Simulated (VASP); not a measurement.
# BN (F-43m) in VASP: a series of runs, part 2 of 2

VASP 6.6.1.

## Step 4: Single point, PBE

This run uses another cell than the first one, of 5.67 Å³/atom, 0.965 times its volume.

INCAR reads:

```
PREC = Accurate
ENCUT = 520
EDIFF = 1E-6
ISMEAR = -1
SIGMA = 0.05
LREAL = F
LASPH = T
NELM = 80
ALGO = Normal
ISIF = 2
LWAVE = F
LCHARG = T
GGA = PE
LELF = T
LVHAR = T
NBANDS = 11
```

KPOINTS reads:

```
regular mesh
0
Gamma
  13 13 13
```

POSCAR reads:

```
BN
1.0
    0.0000000000      1.7829155791      1.7829155791
    1.7829155791      0.0000000000      1.7829155791
    1.7829155791      1.7829155791      0.0000000000
N B
1 1
Direct
    0.2500000000      0.2500000000      0.2500000000
    0.0000000000      0.0000000000      0.0000000000
```

Potentials or basis: VASP PAW PBE potentials, release 64 (N, B).

The run is started by

```bash
> cat potpaw_PBE.64/N/POTCAR potpaw_PBE.64/B/POTCAR > POTCAR
> mpirun -np 1 vasp_std > vasp.out
```

OUTCAR:

```text
PREC = Accurate
   ENCUT = 520
   EDIFF = 1E-6
   ISMEAR = -1
   LREAL = F
   LASPH = T
   NELM = 80
   ISIF = 2
   GGA = PE

 ion  position               nearest neighbor table
   1  0.250  0.250  0.250-   2 1.54   2 1.54   2 1.54   2 1.54
   2  0.000  0.000  0.000-   1 1.54   1 1.54   1 1.54   1 1.54

  LATTYP: Found a face centered cubic cell.
 ALAT       =     3.5658311582

  Lattice vectors:

 A1 = (   0.0000000000,   1.7829155791,   1.7829155791)
 A2 = (   1.7829155791,   0.0000000000,   1.7829155791)
 A3 = (   1.7829155791,   1.7829155791,   0.0000000000)

Analysis of symmetry for initial positions (statically):
=====================================================================
 Subroutine PRICEL returns:
 Original cell was already a primitive cell.

 Routine SETGRP: Setting up the symmetry group for a
 face centered cubic supercell.

 Subroutine GETGRP returns: Found 24 space group operations
 (whereof 24 operations were pure point group operations)
 out of a pool of 48 trial point group operations.

The static configuration has the point symmetry T_d .

[... 167 lines left out ...]
  band No.  band energies     occupation
      1     -12.7880      2.00000
      2       7.9175      2.00000
      3       7.9175      2.00000
      4       7.9175      2.00000
      5      16.9338      0.00000
      6      16.9338      0.00000
      7      16.9338      0.00000
      8      18.9437      0.00000
      9      33.4512      0.00000
     10      36.1920      0.00000
     11      36.1920      0.00000
[... 309 lines left out ...]
 k-point    24 :       0.4615    0.1538    0.0000
  band No.  band energies     occupation
      1      -8.6423      2.00000
      2      -1.6625      2.00000
      3       4.5475      2.00000
      4       4.9670      2.00000
      5      17.0230      0.00000
      6      20.5432      0.00000
      7      20.7648      0.00000
      8      23.0734      0.00000
      9      29.2960      0.00000
     10      34.9636      0.00000
     11      36.6158      0.00000

 [... further k-points ...]

------------------------ aborting loop because EDIFF is reached ----------------------------------------

  FORCE on cell =-STRESS in cart. coord.  units (eV):
  Direction    XX          YY          ZZ          XY          YZ          ZX
  --------------------------------------------------------------------------------------
  -------------------------------------------------------------------------------------
  Total        1.4412340      1.4412340      1.4412340     -0.0000000      0.0000000     -0.0000000
  in kB      203.7148747    203.7148747    203.7148747     -0.0000000      0.0000000     -0.0000000
  external PRESSURE =     203.7148747 kB  Pullay stress =       0.0000000 kB

 VOLUME and BASIS-vectors are now :
 -----------------------------------------------------------------------------
  energy-cutoff  :      520.00
  volume of cell :       11.34
      direct lattice vectors                 reciprocal lattice vectors
     0.000000000  1.782915579  1.782915579    -0.280439526  0.280439526  0.280439526
     1.782915579  0.000000000  1.782915579     0.280439526 -0.280439526  0.280439526
     1.782915579  1.782915579  0.000000000     0.280439526  0.280439526 -0.280439526

 POSITION                                       TOTAL-FORCE (eV/Angst)
 -----------------------------------------------------------------------------------
      0.89146      0.89146      0.89146        -0.000000      0.000000      0.000000
      0.00000      0.00000      0.00000         0.000000     -0.000000     -0.000000
 -----------------------------------------------------------------------------------
    total drift:                                0.000000      0.000000      0.000000

  FREE ENERGIE OF THE ION-ELECTRON SYSTEM (eV)
  ---------------------------------------------------
  free  energy   TOTEN  =       -17.4146906456 eV

  energy  without entropy=      -17.4146906456  energy(sigma->0) =      -17.41469065
```

OSZICAR:

```text
N       E                     dE             d eps       ncg     rms          rms(c)
DAV:   1     0.997991189829E+01    0.99799E+01   -0.49185E+03  1896   0.723E+02
DAV:   2    -0.179961972964E+02   -0.27976E+02   -0.27346E+02  2240   0.167E+02
DAV:   3    -0.184460018143E+02   -0.44980E+00   -0.44919E+00  2178   0.182E+01
DAV:   4    -0.184464640757E+02   -0.46226E-03   -0.46225E-03  1992   0.649E-01
DAV:   5    -0.184464644603E+02   -0.38455E-06   -0.38505E-06  2136   0.186E-02    0.695E+00
DAV:   6    -0.175157819275E+02    0.93068E+00   -0.28740E+00  1941   0.100E+01    0.342E+00
DAV:   7    -0.174298928520E+02    0.85889E-01   -0.12433E-01  2106   0.286E+00    0.198E+00
DAV:   8    -0.174143935337E+02    0.15499E-01   -0.37233E-02  2075   0.142E+00    0.216E-01
DAV:   9    -0.174146043534E+02   -0.21082E-03   -0.89900E-04  1953   0.261E-01    0.874E-02
DAV:  10    -0.174146858204E+02   -0.81467E-04   -0.11527E-04  2053   0.916E-02    0.155E-02
DAV:  11    -0.174146906220E+02   -0.48016E-05   -0.82377E-06  2106   0.237E-02    0.106E-02
DAV:  12    -0.174146906456E+02   -0.23594E-07   -0.14103E-06  1101   0.829E-03
   1 F= -.17414691E+02 E0= -.17414691E+02  d E =-.654574E-10
```

Wall time 8.6 s (1 thread of AMD EPYC 7R13 (Zen 3), shared host); peak memory 0.09 GiB.

What came out:

```yaml
Free_energy: -17.4147 eV
Pressure: 20.4 GPa
Band_gap_on_the_k_mesh: 4.58 eV, indirect (least direct gap 9.02 eV)
```

A k mesh can miss the band edges. PBE gaps usually lie below the measured ones, often by a third to a half.

## Step 5: The runs side by side

| cell | gap on the mesh (eV) | pressure (GPa) |
| --- | --- | --- |
| a = 2.552 Å, angles 60.0°, 2 atoms | 4.54 | 5.3 |
| a = 2.541 Å, angles 60.0°, 2 atoms | 4.55 | 10.3 |
| a = 2.521 Å, angles 60.0°, 2 atoms | 4.58 | 20.4 |

Alike in all rows: task single point; level PBE; potentials or basis VASP PAW PBE potentials, release 64 (N, B); no spin polarisation; k mesh 13 × 13 × 13; cutoff (eV) 520; smearing fermi-dirac 0.05 eV.

Total energies depend on the potentials used, so only differences within one code and one set of settings carry meaning.
